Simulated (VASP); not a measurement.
Input of a VASP 6.6.1 run:

POSCAR

```
In3GaAs4
1.0
    4.2435272716      0.0000000000      0.0000000000
    0.0000000000      4.2443310196      6.0041094131
    0.0000000000     -4.2443310196      6.0041094131
Ga In As
1 3 4
Direct
    0.0000000000     -0.0002221109     -0.0002221109
    0.5000000000      0.0008182856      0.4993692728
    0.5000000000      0.4993692728      0.0008182856
    0.0000000000      0.4993331884      0.4993331884
    0.5000000000      0.1154789325      0.1154789325
    0.0000000000      0.1197623392      0.6405098190
    0.0000000000      0.6405098190      0.1197623392
    0.5000000000      0.6249502734      0.6249502734
```

The input INCAR.step1:

```
ALGO = Normal
EDIFF = 1E-4
ENCUT = 520
GGA = PE
ISMEAR = -1
LASPH = T
LCHARG = F
LREAL = F
LWAVE = T
NBANDS = 46
NELM = 100
PREC = Accurate
SIGMA = 0.02
```

Contents of INCAR.step2:

```
ALGO = Normal
EDIFF = 1E-7
ENCUT = 520
ISIF = 2
ISMEAR = -1
ISTART = 1
LASPH = T
LCHARG = T
LELF = T
LMIXTAU = T
LREAL = F
LVHAR = T
LWAVE = F
METAGGA = R2SCAN
NBANDS = 46
NELM = 100
PREC = Accurate
SIGMA = 0.02
```

Contents of KPOINTS:

```
k-points
0
Gamma
  6 4 4
```

Potentials or basis: VASP PAW PBE potentials, release 64 (Ga_d, In_d, As).

Run with:

```console
$ cat potpaw_PBE.64/Ga_d/POTCAR potpaw_PBE.64/In_d/POTCAR potpaw_PBE.64/As/POTCAR > POTCAR
$ cp INCAR.step1 INCAR
$ mpirun -np 1 vasp_std > vasp.out
$ cp INCAR.step2 INCAR
$ mpirun -np 1 vasp_std > vasp.out
```

Q: Predict the largest force.

A: 0.004 eV/Å.

Q: Predict the band gap on the k mesh.

A: 0.04 eV, direct.

Forces in eV/Å, atoms in the order of the input:
```
Ga   0.000  0.000  0.001
In   0.000 -0.001 -0.001
In   0.000  0.001 -0.001
In   0.000  0.000  0.001
As   0.000  0.000  0.004
As   0.000  0.004 -0.001
As   0.000 -0.004 -0.001
As   0.000  0.000 -0.001
```

Caveat: the PAW data sets were made with another functional, which shifts forces and pressure a little; spin-orbit coupling is left out, which moves the levels of the heavy elements.
